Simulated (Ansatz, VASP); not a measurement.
One calculation of WC, two programs

The input POSCAR:

```
WC
1.0
    2.9065000000      0.0000000000      0.0000000000
   -1.4532500000      2.5171028361      0.0000000000
    0.0000000000      0.0000000000      2.8366000000
W C
1 1
Direct
    0.0000000000      0.0000000000      0.0000000000
    0.6666666667      0.3333333333      0.5000000000
```

File INCAR.step1:

```
ALGO = Normal
EDIFF = 1E-5
ENCUT = 520
GGA = PE
ISIF = 2
ISMEAR = -1
LASPH = T
LCHARG = F
LREAL = F
LWAVE = T
NBANDS = 16
NELM = 80
PREC = Accurate
SIGMA = 0.05
```

The input INCAR.step2:

```
AEXX = 0.2
AGGAC = 0.81
AGGAX = 0.72
ALDAC = 0.19
ALGO = Normal
EDIFF = 1E-7
ENCUT = 520
GGA = B3
ISIF = 2
ISMEAR = -1
ISTART = 1
LASPH = T
LCHARG = F
LHFCALC = T
LREAL = F
LWAVE = F
NBANDS = 16
NELM = 80
PREC = Accurate
PRECFOCK = Normal
SIGMA = 0.05
```

File KPOINTS:

```
k-points
0
Gamma
  5 5 5
```

Contents of input.yaml:

```yaml
crystal:
  lattice:
    - [2.9065, 0.0, 0.0]
    - [-1.45325, 2.5171028361, 0.0]
    - [0.0, 0.0, 2.8366]
  atoms:
    - { symbol: W, position: [0.0, 0.0, 0.0] }
    - { symbol: C, position: [0.6666666667, 0.3333333333, 0.5] }
hamiltonian:
  xc: b3lyp
  pseudopotentials: { kind: paw }
kpoints:
  mp_grid: { grid: [5, 5, 5] }
scf:
  occupations: { method: fermi_dirac, width: 0.05 }
output:
  forces: true
  stress: true
  eigenvalues: true
  write_density: true
  write_potential: true
  elf: true
  volumetric_format: npy
```

Alike in both runs: task single point; functional B3LYP; k mesh 5 × 5 × 5; occupations fermi-dirac, width 0.05 eV; no spin polarisation.

|  | VASP | Ansatz |
| --- | --- | --- |
| version | VASP 6.6.1 | Ansatz 0.2.0 |
| potentials or method | VASP PAW PBE potentials, release 64 (W_sv, C) | Ansatz PAW |
| plane-wave cutoff (eV) | 520 | 420 |
| valence electrons in the cell | 18 | 18 |

```csv
,VASP,Ansatz,Ansatz less VASP
gap on the k mesh at the Fermi level (eV),none,none,-
pressure (GPa),10.3,8.7,-1.64
"traceless stress, the component that is largest in VASP (GPa)",-3.27,-3.53,-0.264
```

VASP's potentials were made for PBE, not for B3LYP. A gap of «none» marks a metal or a gap that the smearing closes.

The k mesh is coarse, so the values compare programs but aren't converged. Spin-orbit coupling is off throughout.
